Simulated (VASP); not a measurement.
Wanted: the native input for a VASP 6.6.1 run.

```yaml
Task: relaxation of cell and atoms
Functional: PBE
Potentials_or_basis: VASP PAW PBE potentials, release 64 (Ca_sv, Ti_sv)
Cutoff: 500 eV
k_mesh: 6 × 6 × 4
Occupations: gaussian, width 0.1 eV
Spin: no spin polarisation
Dipole_correction: no
Further_INCAR_settings: ALGO = Normal; EDIFF = 1e-07; IBRION = 2; EDIFFG = -0.04; NSW = 90; ISIF = 3
```

The structure of CaTi lies in POSCAR:

```
CaTi
1.0
    3.2438008607      0.0000000000      0.0000000000
    0.0000000000      3.2438008607      0.0000000000
    0.0000000000      0.0000000000      4.2516961281
Ca Ti
1 1
Direct
    0.5000000000      0.5000000000      0.5000000000
    0.0000000000      0.0000000000      0.0000000000
```

These files were run (other wordings do the same):

INCAR

```
SYSTEM = CaTi
PREC = Accurate
ENCUT = 500
EDIFF = 1E-7
ISMEAR = 0
SIGMA = 0.1
LREAL = .FALSE.
LASPH = .TRUE.
NELM = 120
ALGO = Normal
ISIF = 3
LWAVE = .FALSE.
LCHARG = .FALSE.
GGA = PE
IBRION = 2
NSW = 90
EDIFFG = -0.04
GGA_COMPAT = .FALSE.
NELMIN = 4
```

KPOINTS

```
Automatic mesh
0
G
  6 6 4
  0 0 0
```

Potentials or basis: VASP PAW PBE potentials, release 64 (Ca_sv, Ti_sv).

Run with:

```sh
$ cat potpaw_PBE.64/Ca_sv/POTCAR potpaw_PBE.64/Ti_sv/POTCAR > POTCAR
$ mpirun -np 1 vasp_std > vasp.out
```

It gave:

* Relaxed volume: 25.57 Å³/atom
* Relaxed cell: a = 3.177 Å, b = 3.177 Å, c = 5.066 Å, α = 90.00°, β = 90.00°, γ = 90.00°
* Space group after relaxing (to 0.1 Å): P4/mmm (No. 123)
* Energy gained by relaxing: 113.0 meV/atom
* Ionic steps: 8
* Pressure after relaxing: -0.2 GPa
* Band gap on the k mesh: zero (bands 11 and 12 overlap by 0.85 eV)

Caveat: the k points lie up to 0.33 Å⁻¹ apart in the final cell, too coarse for converged energies and pressures of a metal; a cell axis changed by over 15 % at a fixed basis, so the end point is rough.

Wall time 77 s on 1 thread of Intel(R) Xeon(R) Platinum 8375C CPU @ 2.90GHz (Ice Lake), with other jobs on the host, peak memory 0.16 GiB.
